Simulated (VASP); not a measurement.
Here is a VASP 6.6.1 calculation.

INCAR

```
SYSTEM = CoO
ALGO     = Normal         ! electronic algorithm
EDIFF    = 1E-6           ! SCF threshold, eV
ENCUT    = 520            ! plane-wave cutoff, eV
GGA      = PE             ! functional
ISIF     = 2              ! what is computed and relaxed
ISMEAR   = 0              ! smearing method
ISPIN    = 2              ! spin polarisation
LASPH    = .TRUE.         ! aspherical terms in the spheres
LCHARG   = .FALSE.        ! write CHGCAR
LMAXMIX  = 4              ! l up to which the mixer works
LORBIT   = 11             ! projections on sites
LREAL    = .FALSE.        ! projectors in reciprocal space
LWAVE    = .FALSE.        ! write WAVECAR
MAGMOM   = 2 0            ! initial moments
NBANDS   = 18             ! bands
NELM     = 150            ! most SCF steps
PREC     = Accurate       ! precision mode
SIGMA    = 0.02           ! smearing width, eV
```

KPOINTS

```
k-points
0
G
  11 11 11
  0 0 0
```

Contents of POSCAR:

```
CoO
1.0
    3.0143962100      0.0000000000      0.0000000000
    1.5071981050      2.6105436949      0.0000000000
    1.5071981050      0.8701812316      2.4612441990
Co O
1 1
Direct
    0.0000000000      0.0000000000      0.0000000000
    0.5000000000      0.5000000000      0.5000000000
```

Potentials or basis: VASP PAW PBE potentials, release 64 (Co, O).

Run with:

```bash
$ cat potpaw_PBE.64/Co/POTCAR potpaw_PBE.64/O/POTCAR > POTCAR
$ mpirun -np 1 vasp_std > vasp.out
```

Task: Estimate the site moments.

Result: Co +2.57; O +0.31 μB.

Task: Predict the net moment.

Result: 2.93 μB per cell.

Task: Estimate the pressure.

Result: -2.4 GPa.

Caveat: a cell with one magnetic atom can't hold antiferromagnetic order, which such compounds often take.
